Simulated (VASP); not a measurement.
The system is CaO.

```
Ca O
1.0
     0.00000    2.45350    2.45350
     2.45350    0.00000    2.45350
     2.45350    2.45350    0.00000
Ca O
1 1
Cartesian
  0.0000 0.0000 0.0000
  2.4535 2.4535 2.4535
```

```yaml
Program: VASP 6.6.1
Task: relaxation of cell and atoms
Functional: LDA
Potentials_or_basis: VASP PAW LDA potentials, release 64 (Ca_sv, O)
Cutoff: 600 eV
k_mesh: 8 × 8 × 8
Occupations: gaussian, width 0.1 eV
Spin: no spin polarisation
```

At the start: pressure -11.7 GPa; volume 14.77 Å³/atom.

Q: How do energy, volume and symmetry change on relaxing?

A: Over 3 steps the energy falls by 67.1 meV/atom and the volume is 13.12 Å³/atom (-11.2 %); space group Fm-3m (No. 225, to 0.1 Å) before and after.

The path:
| step | energy change (eV) | largest force (eV/Å) | pressure (GPa) | volume (Å³) |
| --- | --- | --- | --- | --- |
| 1 | 0.0000 | 0.0000 | -11.72 | 29.54 |
| 2 | -0.1145 | 0.0000 | 6.01 | 25.16 |
| 3 | -0.1342 | 0.0000 | 0.01 | 26.24 |

Final structure:
```
Ca O
1.0
     0.00000    2.35863    2.35863
     2.35863    0.00000    2.35863
     2.35863    2.35863    0.00000
Ca O
1 1
Cartesian
  0.0000 0.0000 0.0000
  2.3586 2.3586 2.3586
```
